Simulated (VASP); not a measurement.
Here is a VASP 6.6.1 calculation.

The input INCAR:

```
ALGO = Normal ; EDIFF = 1E-6
ENCUT = 520 ; GGA = PE
ISIF = 2 ; ISMEAR = 0
LASPH = T ; LCHARG = F
LREAL = F ; LWAVE = F
NBANDS = 10 ; NELM = 80
PREC = Accurate ; SIGMA = 0.15
```

File KPOINTS:

```
k-points
0
Gamma
  22 22 22
```

File POSCAR:

```
Ir
1.0
    0.0000000000      2.1788035957      1.5998954804
    2.1788035957      0.0000000000      1.5998954804
    2.1788035957      2.1788035957      0.0000000000
Ir
1
Direct
    0.0000000000      0.0000000000      0.0000000000
```

Potentials or basis: VASP PAW PBE potentials, release 64 (Ir).

Command:

```console
$ cat potpaw_PBE.64/Ir/POTCAR > POTCAR
$ mpirun -np 1 vasp_std > vasp.out
```

(1) What does it give for the pressure?

(2) Estimate the band gap on the k mesh.

Results:

(1) -3.0 GPa.

(2) zero (an odd number of electrons rules out a gap without spin polarisation).

Caveat: the stress differs along the axes, from -10 to 10 GPa; spin-orbit coupling is left out, which moves the levels of the heavy elements.
